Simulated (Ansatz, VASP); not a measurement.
## Two plane-wave programs on F

Contents of INCAR:

```
  ALGO = Normal
  EDIFF = 1E-6
  ENCUT = 520
  ISIF = 2
  ISMEAR = -1
  LASPH = T
  LCHARG = T
  LELF = T
  LREAL = F
  LVHAR = T
  LWAVE = F
  NBANDS = 22
  NELM = 80
  PREC = Accurate
  SIGMA = 0.05
```

File KPOINTS:

```
k-points
0
Gamma
  11 11 5
```

The input POSCAR:

```
F
1.0
    2.3396046506     -1.4613508865      0.2402500090
    2.3396046506      1.4613508865      0.2402500090
   -0.6839728318      0.0000000000      5.8219924323
F
4
Direct
    0.8967117595      0.6044793703      0.1022110163
    0.3955206297      0.1032882405      0.3977889837
    0.1032882405      0.3955206297      0.8977889837
    0.6044793703      0.8967117595      0.6022110163
```

Input for Ansatz:

```yaml
crystal:
  lattice:
    - [2.3396046506, -1.4613508865, 0.240250009]
    - [2.3396046506, 1.4613508865, 0.240250009]
    - [-0.6839728318, 0.0, 5.8219924323]
  atoms:
    - { symbol: F, position: [0.8967117595, 0.6044793703, 0.1022110163] }
    - { symbol: F, position: [0.3955206297, 0.1032882405, 0.3977889837] }
    - { symbol: F, position: [0.1032882405, 0.3955206297, 0.8977889837] }
    - { symbol: F, position: [0.6044793703, 0.8967117595, 0.6022110163] }
hamiltonian:
  xc: lda
  pseudopotentials:
    kind: paw
    azcp:
      F: "pseudopotentials/F.paw.azcp"
basis:
  ecutwfc: 420
  fft_grid_basis: typed
kpoints:
  mp_grid: { grid: [11, 11, 5], shift: [0, 0, 0] }
magnetization:
  spin_polarized: false
scf:
  occupations: { method: fermi_dirac, width: 0.05 }
output:
  stress: true
```

Alike in both runs: task single point; functional LDA; k mesh 11 × 11 × 5; occupations fermi-dirac, width 0.05 eV; no spin polarisation.

|  | VASP | Ansatz |
| --- | --- | --- |
| version | VASP 6.6.1 | Ansatz 0.2.0 |
| potentials or method | VASP PAW LDA potentials, release 64 (F), cutoff 520 eV | plane waves (420 eV) with PAW, scalar-relativistic |
| valence electrons in the cell | 28 | 28 |

```csv
,VASP,Ansatz,Ansatz less VASP
pressure (GPa),14.6,12.9,-1.71
"traceless stress, the component that is largest in VASP (GPa)",17.17,13.56,-3.616
```

Ansatz warns that its potentials were made for another functional, while VASP's fit it. LDA's correlation is that of Perdew and Zunger in VASP and of Perdew and Wang (1992) in Ansatz.
